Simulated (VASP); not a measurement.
# Si2N (P2/m) in VASP: notebook, part 3 of 3

VASP 6.6.1. Earlier steps stand in the parts before.

## Step 7: Single point, PBE

This run uses another cell than the first one, of 12.37 Å³/atom.

Input file INCAR:

```
SYSTEM = Si2N
PREC = Accurate
ENCUT = 520
EDIFF = 1E-6
ISMEAR = 0
SIGMA = 0.1
LREAL = .False.
LASPH = .True.
NELM = 100
ALGO = Normal
ISIF = 2
LWAVE = .False.
LCHARG = .False.
GGA = PE
NBANDS = 22
```

Input file KPOINTS:

```
Automatic mesh
0
Gamma
  8 14 8
  0 0 0
```

Input file POSCAR:

```
Si2N
1.0
    4.8997109096      0.0000000000     -0.0038676485
    0.0000000000      2.7796743690      0.0000000000
   -1.3525781131      0.0000000000      5.4511534335
Si N
4 2
Direct
    0.2605774735      0.0000000000      0.0600127241
    0.2574054499      0.5000000000      0.5881841593
    0.7394225265      0.0000000000      0.9399872759
    0.7425945501      0.5000000000      0.4118158407
    0.6514718199      0.5000000000      0.7201165723
    0.3485281801      0.5000000000      0.2798834277
```

Potentials or basis: VASP PAW PBE potentials, release 64 (Si, N).

Command:

```
$ cat potpaw_PBE.64/Si/POTCAR potpaw_PBE.64/N/POTCAR > POTCAR
$ mpirun -np 1 vasp_std > vasp.out
```

OUTCAR:

```text
SYSTEM = Si2N
   PREC = Accurate
   ENCUT = 520
   EDIFF = 1E-6
   ISMEAR = 0
   LREAL = .False.
   LASPH = .True.
   NELM = 100
   ISIF = 2
   GGA = PE

 ion  position               nearest neighbor table
   1  0.261  0.000  0.060-   6 1.84   6 1.84   3 2.48   3 2.59   2 2.99   2 2.99   4 3.03   4 3.03

   2  0.257  0.500  0.588-   6 1.89   5 1.89   4 2.48   4 2.79   1 2.99   1 2.99   3 3.03   3 3.03

   3  0.739  0.000  0.940-   5 1.84   5 1.84   1 2.48   1 2.59   4 2.99   4 2.99   2 3.03   2 3.03

   4  0.743  0.500  0.412-   5 1.89   6 1.89   2 2.48   2 2.79   3 2.99   3 2.99   1 3.03   1 3.03

   5  0.651  0.500  0.720-   3 1.84   3 1.84   4 1.89   2 1.89
   6  0.349  0.500  0.280-   1 1.84   1 1.84   2 1.89   4 1.89

  LATTYP: Found a simple monoclinic cell.
 ALAT       =     4.8997124361
 B/A-ratio  =     0.5673137771
 C/A-ratio  =     1.1462821149
 COS(beta)  =    -0.2415903225

  Lattice vectors:

 A1 = (   4.8997109096,   0.0000000000,  -0.0038676485)
 A2 = (   0.0000000000,   2.7796743690,   0.0000000000)
 A3 = (  -1.3525781131,   0.0000000000,   5.4511534335)

Analysis of symmetry for initial positions (statically):
=====================================================================
 Subroutine PRICEL returns:
 Original cell was already a primitive cell.

 Routine SETGRP: Setting up the symmetry group for a
 simple monoclinic supercell.

 Subroutine GETGRP returns: Found  4 space group operations
 (whereof  4 operations were pure point group operations)
 out of a pool of  4 trial point group operations.

The static configuration has the point symmetry C_2h.

Analysis of symmetry for dynamics (positions and initial velocities):
=====================================================================
 Subroutine PRICEL returns:
 Original cell was already a primitive cell.

[... 134 lines left out ...]
     AMIX     =   0.40;   BMIX     =  1.00
     AMIX_MAG =   1.60;   BMIX_MAG =  1.00
  volume/ion in A,a.u.               =      12.37        83.49
  Fermi-wavevector in a.u.,A,eV,Ry     =   1.154011  2.180765 18.119449  1.331742
  Thomas-Fermi vector in A             =   2.290651
   LORBIT       =      0    0 simple, 1 ext, 2 COOP (PROOUT), +10 PAW based schemes
   GGA     = PE    functional components
   LHFCALC =     F    Hartree Fock is set to
   AEXX    =    0.0000 exact exchange contribution
   IVDW    =     0    specifies the selected vdW correction
   LEPSILON=     F    determine dielectric tensor
   LRPA    =     F    only Hartree local field effects (RPA)
 non-spin polarized calculation
 Gauss-broadening in eV      SIGMA  =   0.10
  energy-cutoff  :      520.00
  volume of cell :       74.23
 maximum number of plane-waves:      2022
   NGX = 19   NGY = 11   NGZ = 21

 number of electron      25.9999999 magnetization

 Free energy of the ion-electron system (eV)
  ---------------------------------------------------
  ext. energy  EPLUGINS =         0.00000000
  ---------------------------------------------------
  free energy    TOTEN  =       -38.94991900 eV

  energy without entropy =      -38.94352365  energy(sigma->0) =      -38.94672132

 E-fermi :   8.9645     XC(G=0): -11.0448

 val. band max:        8.9645156902   @ k =  -0.2500   0.2857   0.3750
 cond. band min:       8.9830217188   @ k =   0.2500   0.2143   0.2500
 fundamental gap:      0.0185060286
 Fermi energy:         8.9645353726

 k-point     1 :       0.0000    0.0000    0.0000
  band No.  band energies     occupation
      1      -9.9496      2.00000
      2      -8.3241      2.00000
      3      -2.5101      2.00000
      4      -0.1275      2.00000
      5       0.1491      2.00000
      6       0.9793      2.00000
[... 589 lines left out ...]
     21      15.4571      0.00000
     22      16.5203      0.00000

 [... further k-points ...]

------------------------ aborting loop because EDIFF is reached ----------------------------------------

  FORCE on cell =-STRESS in cart. coord.  units (eV):
  Direction    XX          YY          ZZ          XY          YZ          ZX
  --------------------------------------------------------------------------------------
  -------------------------------------------------------------------------------------
  Total       -0.0547804     -0.0126996     -0.0598647      0.0000000      0.0000000      0.0129090
  in kB       -1.1824108     -0.2741140     -1.2921516      0.0000000      0.0000000      0.2786355
  external PRESSURE =      -0.9162255 kB  Pullay stress =       0.0000000 kB

 VOLUME and BASIS-vectors are now :
 -----------------------------------------------------------------------------
  energy-cutoff  :      520.00
  volume of cell :       74.23
      direct lattice vectors                 reciprocal lattice vectors
     4.899710910  0.000000000 -0.003867649     0.204133656  0.000000000  0.050651063
     0.000000000  2.779674369  0.000000000     0.000000000  0.359754369  0.000000000
    -1.352578113  0.000000000  5.451153434     0.000144835  0.000000000  0.183483351

 POSITION                                       TOTAL-FORCE (eV/Angst)
 -----------------------------------------------------------------------------------
      1.19558      0.00000      0.32613        -0.005870      0.000000      0.016961
      0.46565      1.38984      3.20529         0.011043     -0.000000     -0.009862
      2.35155      0.00000      5.12116         0.005870      0.000000     -0.016961
      3.08149      1.38984      2.24200        -0.011043      0.000000      0.009862
      2.21801      1.38984      3.92295        -0.000114      0.000000      0.010483
      1.32912      1.38984      1.52434         0.000114     -0.000000     -0.010483
 -----------------------------------------------------------------------------------
    total drift:                               -0.000000      0.000000      0.000000

  FREE ENERGIE OF THE ION-ELECTRON SYSTEM (eV)
  ---------------------------------------------------
  free  energy   TOTEN  =       -38.9499190034 eV

  energy  without entropy=      -38.9435236463  energy(sigma->0) =      -38.94672132
```

Wall time 2.9 min (1 thread of Intel Xeon Platinum 8559C (Emerald Rapids), shared host); peak memory 0.43 GiB.

Results:

```yaml
Free_energy: -38.9499 eV
Pressure: -0.1 GPa
Largest_force: 0.018 eV/Å
Band_gap_on_the_k_mesh: zero (bands 13 and 14 overlap by 2.94 eV)
```

Forces in eV/Å, atoms in the order of the input:
```
Si  -0.006  0.000  0.017
Si   0.011  0.000 -0.010
Si   0.006  0.000 -0.017
Si  -0.011  0.000  0.010
N    0.000  0.000  0.010
N    0.000  0.000 -0.010
```

Levels at points of the mesh, in eV from the Fermi level:
```csv
k point,band 9,band 10,band 11,band 12,band 13,band 14,band 15,band 16,band 17,band 18
"(0.00, 0.00, 0.00)",-4.12,-4.09,-3.45,-1.23,0.94,3.24,3.51,3.76,5.93,6.03
"(0.50, 0.00, 0.00)",-3.96,-3.51,-2.70,-0.78,-0.53,0.78,3.95,4.50,5.50,6.05
"(0.00, 0.50, 0.00)",-4.83,-4.70,-2.80,-2.66,-2.48,-0.94,0.41,0.51,4.67,4.76
"(0.50, 0.50, 0.00)",-5.14,-4.06,-2.73,-2.13,-1.58,-0.98,1.27,3.95,4.20,4.22
"(0.00, 0.00, 0.50)",-3.97,-3.62,-3.41,-2.64,-0.59,2.40,4.01,5.27,5.76,6.46
"(0.50, 0.00, 0.50)",-4.00,-3.55,-3.44,-3.37,1.61,2.11,2.49,3.87,5.78,6.00
"(0.00, 0.50, 0.50)",-4.07,-4.00,-3.77,-3.04,-1.26,0.13,1.37,1.59,2.28,2.30
"(0.50, 0.50, 0.50)",-5.24,-5.20,-2.21,-1.44,-0.65,0.13,0.24,1.74,3.07,4.58
```

## Step 8: Overview

| task | spin | cell | k mesh | cutoff (eV) | gap on the mesh (eV) | pressure (GPa) | moment (μB) | largest force (eV/Å) |
| --- | --- | --- | --- | --- | --- | --- | --- | --- |
| single point | off | a = 4.906, b = 2.772, c = 5.512 Å, angles 90.0, 103.1, 90.0°, 6 atoms, atomic positions A | 4 × 6 × 4 | 520 | none | 0.9 | - | 0.27 |
| single point | off | a = 4.903, b = 2.797, c = 5.539 Å, angles 90.0, 104.1, 90.0°, 6 atoms, atomic positions B | 4 × 6 × 4 | 520 | none | 0.0 | - | 0.02 |
| relaxation of cell and atoms | off | relaxed from a = 4.906, b = 2.772, c = 5.512 Å, angles 90.0, 103.1, 90.0°, 6 atoms, atomic positions A | 4 × 6 × 4 | 600 | none | 0.0 | - | 0.04 |
| single point | collinear, ferromagnetic start | a = 4.906, b = 2.772, c = 5.512 Å, angles 90.0, 103.1, 90.0°, 6 atoms, atomic positions A | 4 × 6 × 4 | 520 | none | 0.8 | 0.00 | 0.27 |
| single point | collinear, ferromagnetic start | a = 4.903, b = 2.797, c = 5.539 Å, angles 90.0, 104.1, 90.0°, 6 atoms, atomic positions B | 4 × 6 × 4 | 520 | none | 0.0 | 0.00 | 0.02 |
| single point | off | a = 4.900, b = 2.780, c = 5.616 Å, angles 90.0, 104.0, 90.0°, 6 atoms, atomic positions C | 8 × 14 × 8 | 520 | none | -0.1 | - | 0.02 |

Alike in all rows: level PBE; potentials or basis VASP PAW PBE potentials, release 64 (Si, N); smearing gaussian 0.1 eV.

Caveats: some runs use coarse meshes.

Absolute energies hang on the potentials; compare differences alone.

The gap in the log of VASP goes by the Fermi energy; the results here count the filled bands.